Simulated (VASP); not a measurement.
# BAs (zincblende type) (F-43m) in VASP: a series of runs, part 2 of 2

VASP 6.6.1.

### 4 Single point, LDA

This run uses another cell than the first one, of 13.25 Å³/atom, 1.136 times its volume.

File INCAR:

```
PREC = Accurate ; ENCUT = 520
EDIFF = 1E-6 ; ISMEAR = -1
SIGMA = 0.05 ; LREAL = F
LASPH = T ; NELM = 60
ALGO = Normal ; ISIF = 2
LWAVE = F ; LCHARG = F
GGA = CA ; NBANDS = 11
```

File KPOINTS:

```
Automatic mesh
0
Gamma
  15 15 15
```

File POSCAR:

```
BAs
1.0
    0.0000000000      2.3662817983      2.3662817983
    2.3662817983      0.0000000000      2.3662817983
    2.3662817983      2.3662817983      0.0000000000
B As
1 1
Direct
    0.0000000000      0.0000000000      0.0000000000
    0.2500000000      0.2500000000      0.2500000000
```

Potentials or basis: VASP PAW LDA potentials, release 64 (B, As).

Started as:

```sh
> cat potpaw_LDA.64/B/POTCAR potpaw_LDA.64/As/POTCAR > POTCAR
> mpirun -np 1 vasp_std > vasp.out
```

OUTCAR:

```text
PREC = Accurate
   ENCUT = 520
   EDIFF = 1E-6
   ISMEAR = -1
   LREAL = F
   LASPH = T
   NELM = 60
   ISIF = 2
   GGA = CA

 ion  position               nearest neighbor table
   1  0.000  0.000  0.000-   2 2.05   2 2.05   2 2.05   2 2.05
   2  0.250  0.250  0.250-   1 2.05   1 2.05   1 2.05   1 2.05

  LATTYP: Found a face centered cubic cell.
 ALAT       =     4.7325635966

  Lattice vectors:

 A1 = (   0.0000000000,   2.3662817983,   2.3662817983)
 A2 = (   2.3662817983,   0.0000000000,   2.3662817983)
 A3 = (   2.3662817983,   2.3662817983,   0.0000000000)

Analysis of symmetry for initial positions (statically):
=====================================================================
 Subroutine PRICEL returns:
 Original cell was already a primitive cell.

 Routine SETGRP: Setting up the symmetry group for a
 face centered cubic supercell.

 Subroutine GETGRP returns: Found 24 space group operations
 (whereof 24 operations were pure point group operations)
 out of a pool of 48 trial point group operations.

The static configuration has the point symmetry T_d .

Analysis of symmetry for dynamics (positions and initial velocities):
=====================================================================
 Subroutine PRICEL returns:
 Original cell was already a primitive cell.

 Routine SETGRP: Setting up the symmetry group for a
 face centered cubic supercell.

 Subroutine GETGRP returns: Found 24 space group operations
 (whereof 24 operations were pure point group operations)
 out of a pool of 48 trial point group operations.

The dynamic configuration has the point symmetry T_d .

 Subroutine INISYM returns: Found 24 space group operations
 (whereof 24 operations are pure point group operations),
 and found     1 'primitive' translations

----------------------------------------------------------------------------------------

[... 113 lines left out ...]
  volume/ion in A,a.u.               =      13.25        89.41
  Fermi-wavevector in a.u.,A,eV,Ry     =   1.098234  2.075362 16.410242  1.206119
  Thomas-Fermi vector in A             =   2.234608
   LORBIT       =      0    0 simple, 1 ext, 2 COOP (PROOUT), +10 PAW based schemes
   GGA     = CA    functional components
   LHFCALC =     F    Hartree Fock is set to
   AEXX    =    0.0000 exact exchange contribution
   IVDW    =     0    specifies the selected vdW correction
   LEPSILON=     F    determine dielectric tensor
   LRPA    =     F    only Hartree local field effects (RPA)
 non-spin polarized calculation
  energy-cutoff  :      520.00
  volume of cell :       26.50
 maximum number of plane-waves:       728
 NGX is ok and might be reduce to    28
   NGX = 13   NGY = 13   NGZ = 13

 number of electron       8.0000000 magnetization

 Free energy of the ion-electron system (eV)
  ---------------------------------------------------
  ext. energy  EPLUGINS =         0.00000000
  ---------------------------------------------------
  free energy    TOTEN  =       -12.92639305 eV

  energy without entropy =      -12.92639297  energy(sigma->0) =      -12.92639301

 E-fermi :   7.0127     XC(G=0): -10.9012

 val. band max:        6.4767507558   @ k =   0.0000   0.0000   0.0000
 cond. band min:       7.5739758629   @ k =   0.4000   0.4000   0.0000
 fundamental gap:      1.0972251071
 Fermi energy:         7.0126596167

 k-point     1 :       0.0000    0.0000    0.0000
  band No.  band energies     occupation
      1      -9.1567      2.00000
      2       6.4768      1.99996
      3       6.4768      1.99996
      4       6.4768      1.99996
      5       9.7628      0.00000
      6       9.7628      0.00000
      7       9.7628      0.00000
      8      11.5302      0.00000
      9      15.9760      0.00000
     10      19.6270      0.00000
     11      19.6270      0.00000
[... 309 lines left out ...]
 k-point    24 :       0.2000    0.1333    0.0000
  band No.  band energies     occupation
      1      -8.4892      2.00000
      2       3.6487      2.00000
      3       4.7301      2.00000
      4       4.9808      2.00000
      5       8.9539      0.00000
      6      11.7099      0.00000
      7      12.1276      0.00000
      8      12.6965      0.00000
      9      16.4020      0.00000
     10      18.3312      0.00000
     11      19.8339      0.00000

 [... further k-points ...]
[... 5 lines left out ...]
  --------------------------------------------------------------------------------------
  -------------------------------------------------------------------------------------
  Total        0.1522295      0.1522295      0.1522295      0.0000000      0.0000000      0.0000000
  in kB        9.2040721      9.2040721      9.2040721      0.0000000      0.0000000      0.0000000
  external PRESSURE =       9.2040721 kB  Pullay stress =       0.0000000 kB

 VOLUME and BASIS-vectors are now :
 -----------------------------------------------------------------------------
  energy-cutoff  :      520.00
  volume of cell :       26.50
      direct lattice vectors                 reciprocal lattice vectors
     0.000000000  2.366281798  2.366281798    -0.211301968  0.211301968  0.211301968
     2.366281798  0.000000000  2.366281798     0.211301968 -0.211301968  0.211301968
     2.366281798  2.366281798  0.000000000     0.211301968  0.211301968 -0.211301968

 POSITION                                       TOTAL-FORCE (eV/Angst)
 -----------------------------------------------------------------------------------
      0.00000      0.00000      0.00000        -0.000000     -0.000000     -0.000000
      1.18314      1.18314      1.18314         0.000000      0.000000      0.000000
 -----------------------------------------------------------------------------------
    total drift:                               -0.000000     -0.000000     -0.000000

  FREE ENERGIE OF THE ION-ELECTRON SYSTEM (eV)
  ---------------------------------------------------
  free  energy   TOTEN  =       -12.9263930461 eV

  energy  without entropy=      -12.9263929672  energy(sigma->0) =      -12.92639301
```

OSZICAR:

```text
N       E                     dE             d eps       ncg     rms          rms(c)
DAV:   1     0.110820893899E+02    0.11082E+02   -0.38277E+03  2640   0.645E+02
DAV:   2    -0.129826032582E+02   -0.24065E+02   -0.23163E+02  3469   0.108E+02
DAV:   3    -0.137077386105E+02   -0.72514E+00   -0.72357E+00  3277   0.171E+01
DAV:   4    -0.137097871383E+02   -0.20485E-02   -0.20484E-02  2931   0.102E+00
DAV:   5    -0.137097903451E+02   -0.32068E-05   -0.32067E-05  3195   0.438E-02    0.522E+00
DAV:   6    -0.130269372675E+02    0.68285E+00   -0.17818E+00  2820   0.543E+00    0.246E+00
DAV:   7    -0.129399197740E+02    0.87017E-01   -0.21477E-01  3124   0.230E+00    0.909E-01
DAV:   8    -0.129263597003E+02    0.13560E-01   -0.23948E-02  3009   0.821E-01    0.101E-01
DAV:   9    -0.129263865586E+02   -0.26858E-04   -0.77080E-04  3014   0.172E-01    0.599E-02
DAV:  10    -0.129263916954E+02   -0.51367E-05   -0.76517E-05  2805   0.495E-02    0.131E-02
DAV:  11    -0.129263931922E+02   -0.14968E-05   -0.19786E-06  3180   0.872E-03    0.128E-02
DAV:  12    -0.129263930461E+02    0.14610E-06   -0.78789E-07  1458   0.375E-03
   1 F= -.12926393E+02 E0= -.12926393E+02  d E =-.788180E-07
```

It took 16 s on 1 thread of Intel Xeon 6975P-C (Granite Rapids), shared host; peak memory 0.16 GiB.

Results:

- Free energy: -12.9264 eV
- Pressure: 0.9 GPa
- Band gap on the k mesh: 1.10 eV, indirect (least direct gap 3.29 eV)

A k mesh can miss the band edges.

### 5 Relaxation of cell and atoms, LDA

This run uses another cell than the first one, of 13.93 Å³/atom, 1.195 times its volume.

File INCAR:

```
PREC = Accurate ; ENCUT = 600
EDIFF = 1E-7 ; ISMEAR = -1
SIGMA = 0.05 ; LREAL = F
LASPH = T ; NELM = 80
ALGO = Normal ; ISIF = 3
LWAVE = F ; LCHARG = F
IBRION = 2 ; NSW = 60
EDIFFG = -0.005
```

File KPOINTS:

```
regular mesh
0
Gamma
  15 15 15
```

File POSCAR:

```
BAs
1.0
    0.0000000000      2.4061959241      2.4061959241
    2.4061959241      0.0000000000      2.4061959241
    2.4061959241      2.4061959241      0.0000000000
B As
1 1
Direct
    0.0000000000      0.0000000000      0.0000000000
    0.2500000000      0.2500000000      0.2500000000
```

Potentials or basis: VASP PAW LDA potentials, release 64 (B, As).

Started as:

```sh
> cat potpaw_LDA.64/B/POTCAR potpaw_LDA.64/As/POTCAR > POTCAR
> mpirun -np 1 vasp_std > vasp.out
```

OUTCAR:

```text
PREC = Accurate
   ENCUT = 600
   EDIFF = 1E-7
   ISMEAR = -1
   LREAL = F
   LASPH = T
   NELM = 80
   ISIF = 3
   IBRION = 2
   NSW = 60
   EDIFFG = -0.005

 ion  position               nearest neighbor table
   1  0.000  0.000  0.000-   2 2.08   2 2.08   2 2.08   2 2.08
   2  0.250  0.250  0.250-   1 2.08   1 2.08   1 2.08   1 2.08

  LATTYP: Found a face centered cubic cell.
 ALAT       =     4.8123918482

  Lattice vectors:

 A1 = (   0.0000000000,   2.4061959241,   2.4061959241)
 A2 = (   2.4061959241,   0.0000000000,   2.4061959241)
 A3 = (   2.4061959241,   2.4061959241,   0.0000000000)

Analysis of symmetry for initial positions (statically):
=====================================================================
 Subroutine PRICEL returns:
 Original cell was already a primitive cell.

 Routine SETGRP: Setting up the symmetry group for a
 face centered cubic supercell.

[... 254 lines left out ...]

 k-point     1 :       0.0000    0.0000    0.0000
  band No.  band energies     occupation
      1      -9.1710      2.00000
      2       6.4041      1.99996
      3       6.4041      1.99996
      4       6.4041      1.99996
      5       9.6819      0.00000
      6       9.6819      0.00000
      7       9.6819      0.00000
      8      11.3767      0.00000
[... 243 lines left out ...]
 k-point    24 :       0.2000    0.1333    0.0000
  band No.  band energies     occupation
      1      -8.5074      2.00000
      2       3.5822      2.00000
      3       4.6697      2.00000
      4       4.9138      2.00000
      5       8.8778      0.00000
      6      11.6026      0.00000
      7      12.0313      0.00000
      8      12.5917      0.00000

 [... further k-points ...]

------------------------ aborting loop because EDIFF is reached ----------------------------------------

  FORCE on cell =-STRESS in cart. coord.  units (eV):
  Direction    XX          YY          ZZ          XY          YZ          ZX
  --------------------------------------------------------------------------------------
  -------------------------------------------------------------------------------------
  Total       -0.0033933     -0.0033933     -0.0033933     -0.0000000      0.0000000     -0.0000000
  in kB       -0.2038815     -0.2038815     -0.2038815     -0.0000000      0.0000000     -0.0000000
  external PRESSURE =      -0.2038815 kB  Pullay stress =       0.0000000 kB
[... 17 lines left out ...]
  FREE ENERGIE OF THE ION-ELECTRON SYSTEM (eV)
  ---------------------------------------------------
  free  energy   TOTEN  =       -12.9280239838 eV

  energy  without entropy=      -12.9280239088  energy(sigma->0) =      -12.92802395

 reached required accuracy - stopping structural energy minimisation
```

OSZICAR:

```text
N       E                     dE             d eps       ncg     rms          rms(c)
DAV:   1     0.146448313830E+02    0.14645E+02   -0.42423E+03  1920   0.981E+02
DAV:   2    -0.131779824168E+02   -0.27823E+02   -0.27086E+02  2968   0.114E+02
DAV:   3    -0.135813417651E+02   -0.40336E+00   -0.40336E+00  2144   0.186E+01
[... 23 lines left out ...]
DAV:   3    -0.129281962928E+02    0.23274E-02   -0.51180E-03  2200   0.403E-01    0.859E-02
DAV:   4    -0.129280385877E+02    0.15771E-03   -0.25856E-04  2440   0.107E-01    0.523E-02
DAV:   5    -0.129280245809E+02    0.14007E-04   -0.19999E-05  2576   0.301E-02    0.266E-02
DAV:   6    -0.129280239951E+02    0.58583E-06   -0.11831E-06  2008   0.761E-03    0.186E-03
DAV:   7    -0.129280239838E+02    0.11303E-07   -0.73775E-08  1368   0.175E-03
   3 F= -.12928024E+02 E0= -.12928024E+02  d E =-.230986E-01
```

Wall time 25 s (1 thread of Intel Xeon 6975P-C (Granite Rapids), shared host); peak memory 0.17 GiB.

Results:

* Free energy: -12.9280 eV
* Relaxed volume: 13.33 Å³/atom
* Relaxed cell: a = 3.353 Å, b = 3.353 Å, c = 3.353 Å, α = 60.00°, β = 60.00°, γ = 60.00°
* Space group after relaxing (to 0.05 Å): F-43m (No. 216)
* Energy gained by relaxing: 11.5 meV/atom
* Ionic steps: 3
* Pressure after relaxing: 0.0 GPa
* Band gap on the k mesh: 1.10 eV, indirect (least direct gap 3.28 eV)

The path:
```
step  energy change (eV)  largest force (eV/Å)  pressure (GPa)  volume (Å³)
   1              0.0000                0.0000           -5.94        27.86
   2             -0.0105                0.0000            4.98        25.83
   3             -0.0231                0.0000           -0.02        26.67
```

Final structure:
```xyz
2
Lattice="0.0000 2.3712 2.3712 2.3712 0.0000 2.3712 2.3712 2.3712 0.0000" Properties=species:S:1:pos:R:3 pbc="T T T"
B     0.0000    0.0000    0.0000
As    1.1856    1.1856    1.1856
```

A k mesh can miss the band edges. Expect the measured gap to be larger: semilocal functionals such as LDA lack the derivative discontinuity.

### 6 Overview

| task | cell | cutoff (eV) | gap on the mesh (eV) | pressure (GPa) |
| --- | --- | --- | --- | --- |
| single point | a = 3.207 Å, angles 60.0°, 2 atoms | 520 | 0.98 | 25.9 |
| single point | a = 3.278 Å, angles 60.0°, 2 atoms | 520 | 1.04 | 11.5 |
| single point | a = 3.346 Å, angles 60.0°, 2 atoms | 520 | 1.10 | 0.9 |
| relaxation of cell and atoms | relaxed from a = 3.403 Å, angles 60.0°, 2 atoms | 600 | 1.10 | 0.0 |

Alike in all rows: level LDA; potentials or basis VASP PAW LDA potentials, release 64 (B, As); no spin polarisation; k mesh 15 × 15 × 15; smearing fermi-dirac 0.05 eV.

Absolute energies hang on the potentials; compare differences alone.
